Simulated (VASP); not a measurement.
# Rb (Im-3m) in VASP: notebook, part 2 of 2

VASP 6.6.1.

## 3. Single point, LDA (volume scaled by 0.98)

The input, INCAR:

```
SYSTEM = Rb
  ALGO = Normal
  EDIFF = 1E-6
  ENCUT = 520
  GGA = CA
  ISIF = 2
  ISMEAR = -1
  LASPH = .TRUE.
  LCHARG = .FALSE.
  LREAL = .FALSE.
  LWAVE = .FALSE.
  NBANDS = 10
  NELM = 80
  PREC = Accurate
  SIGMA = 0.05
```

The input, KPOINTS:

```
k-points
0
G
  7 7 7
  0 0 0
```

The input, POSCAR:

```
Rb
1.0
   -2.7836907084      2.7836907084      2.7836907084
    2.7836907084     -2.7836907084      2.7836907084
    2.7836907084      2.7836907084     -2.7836907084
Rb
1
Direct
    0.0000000000      0.0000000000      0.0000000000
```

Potentials or basis: VASP PAW LDA potentials, release 64 (Rb_sv).

Run with:

```
cat potpaw_LDA.64/Rb_sv/POTCAR > POTCAR
mpirun -np 1 vasp_std > vasp.out
```

OUTCAR:

```text
SYSTEM = Rb
   EDIFF = 1E-6
   ENCUT = 520
   GGA = CA
   ISIF = 2
   ISMEAR = -1
   LASPH = .TRUE.
   LREAL = .FALSE.
   NELM = 80
   PREC = Accurate

 ion  position               nearest neighbor table
   1  0.000  0.000  0.000-

  LATTYP: Found a body centered cubic cell.
 ALAT       =     5.5673814168

  Lattice vectors:

 A1 = (  -2.7836907084,   2.7836907084,   2.7836907084)
 A2 = (   2.7836907084,  -2.7836907084,   2.7836907084)
 A3 = (   2.7836907084,   2.7836907084,  -2.7836907084)

Analysis of symmetry for initial positions (statically):
=====================================================================
 Subroutine PRICEL returns:
 Original cell was already a primitive cell.

 Routine SETGRP: Setting up the symmetry group for a
 body centered cubic supercell.

 Subroutine GETGRP returns: Found 48 space group operations
 (whereof 48 operations were pure point group operations)
 out of a pool of 48 trial point group operations.

The static configuration has the point symmetry O_h .

Analysis of symmetry for dynamics (positions and initial velocities):
=====================================================================
 Subroutine PRICEL returns:
 Original cell was already a primitive cell.

 Routine SETGRP: Setting up the symmetry group for a
 body centered cubic supercell.

 Subroutine GETGRP returns: Found 48 space group operations
 (whereof 48 operations were pure point group operations)
 out of a pool of 48 trial point group operations.

The dynamic configuration has the point symmetry O_h .

 Subroutine INISYM returns: Found 48 space group operations
 (whereof 48 operations are pure point group operations),
 and found     1 'primitive' translations

----------------------------------------------------------------------------------------

                                     Primitive cell

[... 105 lines left out ...]
  Fermi-wavevector in a.u.,A,eV,Ry     =   0.770634  1.456287  8.080179  0.593876
  Thomas-Fermi vector in A             =   1.871880
   LORBIT       =      0    0 simple, 1 ext, 2 COOP (PROOUT), +10 PAW based schemes
   GGA     = CA    functional components
   LHFCALC =     F    Hartree Fock is set to
   AEXX    =    0.0000 exact exchange contribution
   IVDW    =     0    specifies the selected vdW correction
   LEPSILON=     F    determine dielectric tensor
   LRPA    =     F    only Hartree local field effects (RPA)
 non-spin polarized calculation
  energy-cutoff  :      520.00
  volume of cell :       86.28
 maximum number of plane-waves:      2345
   NGX = 17   NGY = 17   NGZ = 17

 number of electron       9.0000000 magnetization

 Free energy of the ion-electron system (eV)
  ---------------------------------------------------
  ext. energy  EPLUGINS =         0.00000000
  ---------------------------------------------------
  free energy    TOTEN  =        -1.05691914 eV

  energy without entropy =       -1.04901772  energy(sigma->0) =       -1.05296843

 E-fermi :  -0.0986     XC(G=0):  -5.8150

 val. band max:       -0.1419848091   @ k =  -0.2857   0.4286   0.1429
 cond. band min:       0.0060356805   @ k =  -0.4286   0.4286   0.1429
 fundamental gap:      0.1480204896
 Fermi energy:        -0.0985814964

 k-point     1 :       0.0000    0.0000    0.0000
  band No.  band energies     occupation
      1     -28.8599      2.00000
      2     -12.9543      2.00000
      3     -12.9543      2.00000
      4     -12.9543      2.00000
      5      -2.1466      2.00000
      6       3.5347      0.00000
      7       3.5347      0.00000
      8       3.5347      0.00000
      9       4.5462      0.00000
     10       4.5462      0.00000
[... 235 lines left out ...]
 k-point    20 :      -0.4286    0.4286    0.4286
  band No.  band energies     occupation
      1     -28.8503      2.00000
      2     -13.0386      2.00000
      3     -13.0347      2.00000
      4     -13.0347      2.00000
      5       1.0034      0.00000
      6       1.2414      0.00000
      7       3.0479      0.00000
      8       3.2100      0.00000
      9       3.2100      0.00000
     10       5.3954      0.00000

------------------------ aborting loop because EDIFF is reached ----------------------------------------

  FORCE on cell =-STRESS in cart. coord.  units (eV):
  Direction    XX          YY          ZZ          XY          YZ          ZX
  --------------------------------------------------------------------------------------
  -------------------------------------------------------------------------------------
  Total       -0.1715724     -0.1715724     -0.1715724      0.0000000      0.0000000      0.0000000
  in kB       -3.1859222     -3.1859222     -3.1859222      0.0000000      0.0000000      0.0000000
  external PRESSURE =      -3.1859222 kB  Pullay stress =       0.0000000 kB

 VOLUME and BASIS-vectors are now :
 -----------------------------------------------------------------------------
  energy-cutoff  :      520.00
  volume of cell :       86.28
      direct lattice vectors                 reciprocal lattice vectors
    -2.783690708  2.783690708  2.783690708     0.000000000  0.179617656  0.179617656
     2.783690708 -2.783690708  2.783690708     0.179617656  0.000000000  0.179617656
     2.783690708  2.783690708 -2.783690708     0.179617656  0.179617656  0.000000000

 POSITION                                       TOTAL-FORCE (eV/Angst)
 -----------------------------------------------------------------------------------
      0.00000      0.00000      0.00000        -0.000000      0.000000     -0.000000
 -----------------------------------------------------------------------------------
    total drift:                               -0.000000     -0.000000      0.000000

  FREE ENERGIE OF THE ION-ELECTRON SYSTEM (eV)
  ---------------------------------------------------
  free  energy   TOTEN  =        -1.0569191366 eV

  energy  without entropy=       -1.0490177199  energy(sigma->0) =       -1.05296843
```

OSZICAR:

```text
N       E                     dE             d eps       ncg     rms          rms(c)
DAV:   1     0.387345114717E+02    0.38735E+02   -0.33268E+03   400   0.661E+02
DAV:   2     0.124684939302E+01   -0.37488E+02   -0.37079E+02   438   0.130E+02
DAV:   3    -0.954228794420E+00   -0.22011E+01   -0.21928E+01   566   0.295E+01
DAV:   4    -0.105599504661E+01   -0.10177E+00   -0.10164E+00   552   0.503E+00
DAV:   5    -0.105784870558E+01   -0.18537E-02   -0.18533E-02   566   0.615E-01    0.128E+00
DAV:   6    -0.105699983575E+01    0.84887E-03   -0.19793E-03   552   0.243E-01    0.770E-01
DAV:   7    -0.105688395131E+01    0.11588E-03   -0.29543E-03   546   0.284E-01    0.487E-02
DAV:   8    -0.105691492692E+01   -0.30976E-04   -0.15253E-04   462   0.969E-02    0.965E-03
DAV:   9    -0.105691894691E+01   -0.40200E-05   -0.96505E-06   554   0.188E-02    0.586E-03
DAV:  10    -0.105691913658E+01   -0.18967E-06   -0.18317E-06   402   0.705E-03
   1 F= -.10569191E+01 E0= -.10529684E+01  d E =-.790142E-02
```

Wall time 12 s (1 thread of AMD EPYC 7R13 (Zen 3), shared host); peak memory 0.14 GiB.

What came out:

- Free energy: -1.0569 eV
- Pressure: -0.3 GPa

Levels at points of the mesh, in eV from the Fermi level:
```csv
k point,band 3,band 4,band 5,band 6,band 7,band 8
"(0.00, 0.00, 0.00)",-12.86,-12.86,-2.05,3.63,3.63,3.63
```

Caveat: the cell differs from its parent crystal (volume scaled by 0.98).

## 4. Single point, LDA

This run uses another cell than the first one, of 88.04 Å³/atom, 1.042 times its volume.

The input, INCAR:

```
PREC = Accurate
ENCUT = 520
EDIFF = 1E-6
ISMEAR = -1
SIGMA = 0.05
LREAL = False
LASPH = True
NELM = 100
ALGO = Normal
ISIF = 2
LWAVE = False
LCHARG = False
GGA = CA
NBANDS = 10
```

The input, KPOINTS:

```
regular mesh
0
Gamma
  7 7 7
```

The input, POSCAR:

```
Rb
1.0
   -2.8025000000      2.8025000000      2.8025000000
    2.8025000000     -2.8025000000      2.8025000000
    2.8025000000      2.8025000000     -2.8025000000
Rb
1
Direct
    0.0000000000      0.0000000000      0.0000000000
```

Run with:

```
cat potpaw_LDA.64/Rb_sv/POTCAR > POTCAR
mpirun -np 1 vasp_std > vasp.out
```

Run time: 12 s. Hardware: 1 thread of AMD EPYC 7R13 (Zen 3), shared host; peak memory 0.14 GiB.

It converged, with:

```
Free energy : -1.0532 eV
Pressure    : -0.4 GPa
```

Levels at points of the mesh, in eV from the Fermi level:
```csv
k point,band 2,band 3,band 4,band 5,band 6,band 7,band 8,band 9
"(0.00, 0.00, 0.00)",-12.87,-12.87,-12.87,-2.02,3.62,3.62,3.62,4.61
```

## 5. Single point, LDA (volume scaled by 1.02)

The input, INCAR:

```
PREC = Accurate ; ENCUT = 520
EDIFF = 1E-6 ; ISMEAR = -1
SIGMA = 0.05 ; LREAL = F
LASPH = T ; NELM = 100
ALGO = Normal ; ISIF = 2
LWAVE = F ; LCHARG = F
NBANDS = 10
```

The input, KPOINTS:

```
Automatic mesh
0
Gamma
  7 7 7
```

The input, POSCAR:

```
Rb
1.0
   -2.8210601435      2.8210601435      2.8210601435
    2.8210601435     -2.8210601435      2.8210601435
    2.8210601435      2.8210601435     -2.8210601435
Rb
1
Direct
    0.0000000000      0.0000000000      0.0000000000
```

Run with:

```
cat potpaw_LDA.64/Rb_sv/POTCAR > POTCAR
mpirun -np 1 vasp_std > vasp.out
```

It took 11 s on 1 thread of AMD EPYC 7R13 (Zen 3), shared host; peak memory 0.14 GiB.

Results (log left out):

| Property | Result |
| --- | --- |
| Free energy | -1.0490 eV |
| Pressure | -0.4 GPa |

Levels at points of the mesh, in eV from the Fermi level:
```csv
k point,band 3,band 4,band 5,band 6,band 7,band 8
"(0.00, 0.00, 0.00)",-12.88,-12.88,-1.99,3.60,3.60,3.60
```

Caveat: the cell differs from its parent crystal (volume scaled by 1.02).

## 6. Single point, LDA (volume scaled by 1.04)

The input, INCAR:

```
SYSTEM = Rb
ALGO     = Normal         ! electronic algorithm
EDIFF    = 1E-6           ! SCF threshold, eV
ENCUT    = 520            ! plane-wave cutoff, eV
ISIF     = 2              ! what is computed and relaxed
ISMEAR   = -1             ! smearing method
LASPH    = .True.         ! aspherical terms in the spheres
LCHARG   = .False.        ! write CHGCAR
LREAL    = .False.        ! projectors in reciprocal space
LWAVE    = .False.        ! write WAVECAR
NBANDS   = 10             ! bands
NELM     = 60             ! most SCF steps
PREC     = Accurate       ! precision mode
SIGMA    = 0.05           ! smearing width, eV
```

The input, KPOINTS:

```
k-points
0
Gamma
  7 7 7
  0 0 0
```

The input, POSCAR:

```
Rb
1.0
   -2.8393792292      2.8393792292      2.8393792292
    2.8393792292     -2.8393792292      2.8393792292
    2.8393792292      2.8393792292     -2.8393792292
Rb
1
Direct
    0.0000000000      0.0000000000      0.0000000000
```

Potentials or basis: VASP PAW LDA potentials, release 64 (Rb_sv).

Run with:

```
cat potpaw_LDA.64/Rb_sv/POTCAR > POTCAR
mpirun -np 1 vasp_std > vasp.out
```

It took 14 s on 1 thread of AMD EPYC 7R13 (Zen 3), shared host; peak memory 0.15 GiB.

It converged, with:

| Item | Value |
| --- | --- |
| Free energy | -1.0443 eV |
| Pressure | -0.4 GPa |

Levels at points of the mesh, in eV from the Fermi level:
```csv
k point,band 1,band 2,band 3,band 4,band 5,band 6,band 7,band 8,band 9,band 10
"(0.00, 0.00, 0.00)",-28.79,-12.90,-12.90,-12.90,-1.97,3.58,3.58,3.58,4.55,4.55
```

Caveat: the cell differs from its parent crystal (volume scaled by 1.04).

## 7. Overview

```tsv
cell	gap on the mesh (eV)	pressure (GPa)
a = 4.788 Å, angles 109.5°, 1 atom	none	-0.3
a = 4.821 Å, angles 109.5°, 1 atom	none	-0.3
a = 4.854 Å, angles 109.5°, 1 atom	none	-0.4
a = 4.886 Å, angles 109.5°, 1 atom	none	-0.4
a = 4.918 Å, angles 109.5°, 1 atom	none	-0.4
```

Alike in all rows: task single point; level LDA; potentials or basis VASP PAW LDA potentials, release 64 (Rb_sv); no spin polarisation; k mesh 7 × 7 × 7; cutoff (eV) 520; smearing fermi-dirac 0.05 eV.

Absolute energies hang on the potentials; compare differences alone.
